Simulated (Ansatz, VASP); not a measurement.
AlN in VASP and in Ansatz

```
Al N
1.0
     3.11300    0.00000    0.00000
    -1.55650    2.69594    0.00000
     0.00000    0.00000    4.98100
Al N
2 2
Direct
  0.33333 0.66667 0.00000
  0.66667 0.33333 0.50000
  0.33333 0.66667 0.38000
  0.66667 0.33333 0.88000
```

Alike in both runs: task single point; functional PBE; k mesh 12 × 12 × 4; no spin polarisation.

|  | VASP | Ansatz |
| --- | --- | --- |
| version | VASP 6.6.1 | Ansatz 0.2.0 |
| potentials or method | VASP PAW PBE potentials, release 64 (Al, N), cutoff 520 eV | plane waves, PAW |
| occupations | gaussian, width 0.01 eV | fixed |
| valence electrons in the cell | 16 | 16 |

VASP gave:

```
pressure (GPa)                                                : 3.5
traceless stress, the component that is largest in VASP (GPa) : 1.10
```

**Question.** Estimate Ansatz's values.

**Answer.** Pressure (GPa): 3.7; traceless stress, the component that is largest in VASP (GPa): 1.06.
